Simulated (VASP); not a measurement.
Wanted: the native input for a VASP 6.6.1 run.

```
Task                   : single point
Functional             : PBE
Potentials or basis    : VASP PAW PBE potentials, release 64 (Au)
Cutoff                 : 520 eV
k mesh                 : 18 × 18 × 12
Occupations            : gaussian, width 0.1 eV
Spin                   : no spin polarisation
Dipole correction      : no
Further INCAR settings : ALGO = Fast; EDIFF = 1e-06; NBANDS = 18
```

The structure of Au lies in POSCAR:

```
Au
1.0
    2.0789480793      2.0789480793      0.0000000000
   -2.0789480793      2.0789480793      0.0000000000
    0.0000000000      0.0000000000      4.1578961586
Au
2
Direct
    0.0000000000      0.0000000000      0.0000000000
    0.5000000000      0.5000000000      0.5000000000
```

One way to write it, as run:

INCAR

```
ALGO = Fast ; EDIFF = 1E-6
ENCUT = 520 ; GGA = PE
ISIF = 2 ; ISMEAR = 0
LASPH = True ; LCHARG = True
LELF = True ; LREAL = False
LVHAR = True ; LWAVE = False
NBANDS = 18 ; NELM = 100
PREC = Accurate ; SIGMA = 0.1
```

KPOINTS

```
k-points
0
Gamma
  18 18 12
```

Potentials or basis: VASP PAW PBE potentials, release 64 (Au).

Command:

```sh
$ cat potpaw_PBE.64/Au/POTCAR > POTCAR
$ mpirun -np 1 vasp_std > vasp.out
```

It gave:

```json
{
 "Pressure": "-0.1 GPa",
 "Band gap on the k mesh": "zero (band 11 reaches 13.10 eV, above the bottom of band 12 at 6.08 eV)"
}
```

Caveat: spin-orbit coupling is left out, which moves the levels of the heavy elements.

Wall time 2.3 min on 1 thread of Intel(R) Xeon(R) Platinum 8488C (Sapphire Rapids), with other jobs on the host, peak memory 0.31 GiB.
